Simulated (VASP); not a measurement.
**Nb: single point with PBE**

Crystal: Nb.

```
Nb
1.0
    -1.65480    1.65480    1.65480
     1.65480   -1.65480    1.65480
     1.65480    1.65480   -1.65480
Nb
1
Direct
  0.00000 0.00000 0.00000
```

| Property | Result |
| --- | --- |
| Program | VASP 6.6.1 |
| Task | single point |
| Functional | PBE |
| Potentials or basis | VASP PAW PBE potentials, release 64 (Nb_sv) |
| Cutoff | 520 eV |
| k mesh | 13 × 13 × 13 |
| Occupations | gaussian, width 0.1 eV |
| Spin | no spin polarisation |

```
Pressure : -0.8 GPa
```

Levels at points of the mesh, in eV from the Fermi level:
| k point | band 3 | band 4 | band 5 | band 6 | band 7 | band 8 | band 9 | band 10 |
| --- | --- | --- | --- | --- | --- | --- | --- | --- |
| (0.00, 0.00, 0.00) | -29.69 | -29.69 | -5.94 | 0.36 | 0.36 | 0.36 | 3.25 | 3.25 |

Run time: 6 s on 1 thread of Intel(R) Xeon(R) 6975P-C (Granite Rapids) (shared host), peak memory 0.14 GiB.
